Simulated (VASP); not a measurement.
Runs of VASP 6.6.1 on TiGe4Mo. The structure is that of space group Cmmm (No. 65), or close to it. The cells are those of the table. 

```tsv
task	spin	cell	cutoff (eV)	gap on the mesh (eV)	pressure (GPa)	largest force (eV/Å)
single point	off	a = 4.826, b = 4.826, c = 4.740 Å, angles 90.0, 90.0, 121.1°, 6 atoms	520	none	0.2	0.01
single point	collinear, ferromagnetic start	a = 4.826, b = 4.826, c = 4.740 Å, angles 90.0, 90.0, 121.1°, 6 atoms	520	none	0.2	0.01
single point	off	a = 5.031, b = 5.031, c = 5.007 Å, angles 90.0, 90.0, 120.3°, 6 atoms	520	none	(a)	0.27
relaxation of cell and atoms	off	relaxed from a = 5.031, b = 5.031, c = 5.007 Å, angles 90.0, 90.0, 120.3°, 6 atoms	600	none	0.0	0.01
```

Alike in all rows: level PBE; potentials or basis VASP PAW PBE potentials, release 64 (Ti_sv, Ge_d, Mo_sv); k mesh 4 × 4 × 4; smearing gaussian 0.1 eV.

Question: Estimate the missing entries.

Answer: (a) -13.9.

Caveats: all runs use coarse meshes.

A k mesh can miss the band edges, and the runs leave out spin-orbit coupling on Ge, Mo.

A gap of «none» marks levels without a gap at the run's occupations.
